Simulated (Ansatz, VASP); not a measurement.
**Two plane-wave programs on TaAs**

```
CELL_PARAMETERS angstrom
-1.71431 1.71431 5.79149
1.71431 -1.71431 5.79149
1.71431 1.71431 -5.79149
ATOMIC_POSITIONS crystal
Ta 0.74899 0.74899 0.00000
Ta 0.49899 0.99899 0.50000
As 0.16701 0.16701 0.00000
As 0.91701 0.41701 0.50000
```

Alike in both runs: functional PBEsol; k mesh 18 × 18 × 18; occupations gaussian, width 0.1 eV; no spin polarisation.

Ansatz relaxed the structure, and its values are those at the end. VASP's run is a single point on that final structure, the one shown.

```csv
,VASP,Ansatz
version,VASP 6.6.1,Ansatz 0.2.0
potentials or method,"VASP PAW PBE potentials, release 64 (Ta_pv, As), cutoff 500 eV","scalar-relativistic, plane waves, PAW"
valence electrons in the cell,32,56
```

Ansatz gave:

```
gap on the k mesh at the Fermi level (eV) : none
pressure (GPa)                            : 0.0
```

Problem. Estimate VASP's values.

Solution. gap on the k mesh at the Fermi level (eV): none; pressure (GPa): 0.7.

VASP's potentials were made for PBE, not for PBEsol. A gap of «none» marks a metal or a gap that the smearing closes. VASP's potentials hold 32 valence electrons a cell and Ansatz's 56, so a difference there can come from the potentials and not from the codes.

Neither program's run includes spin-orbit coupling.
